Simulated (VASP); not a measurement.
NbB2:

```
CELL_PARAMETERS angstrom
3.08600 0.00000 0.00000
-1.54300 2.67255 0.00000
0.00000 0.00000 3.30600
ATOMIC_POSITIONS crystal
Nb 0.00000 0.00000 0.00000
B 0.33333 0.66667 0.50000
B 0.66667 0.33333 0.50000
```

Base run:

| Item | Value |
| --- | --- |
| Program | VASP 6.6.1 |
| Functional | PBEsol |
| Potentials or basis | VASP PAW PBE potentials, release 64 (Nb_sv, B) |
| Cutoff | 520 eV |
| k mesh | 9 × 9 × 7 |
| Occupations | methfessel-paxton, width 0.1 eV |
| Spin | no spin polarisation |

Its results: pressure 0.3 GPa.

Q: The run is repeated on the same cell with these changes: functional from PBEsol to BLYP; further incar settings from ALGO = Normal; EDIFF = 1e-07; NBANDS = 16 to ALGO = Normal; EDIFF = 1e-06; NBANDS = 16. What comes out?

A: Pressure 15.1 GPa.

Caveats: the PAW data sets were made with another functional, which shifts forces and pressure a little.
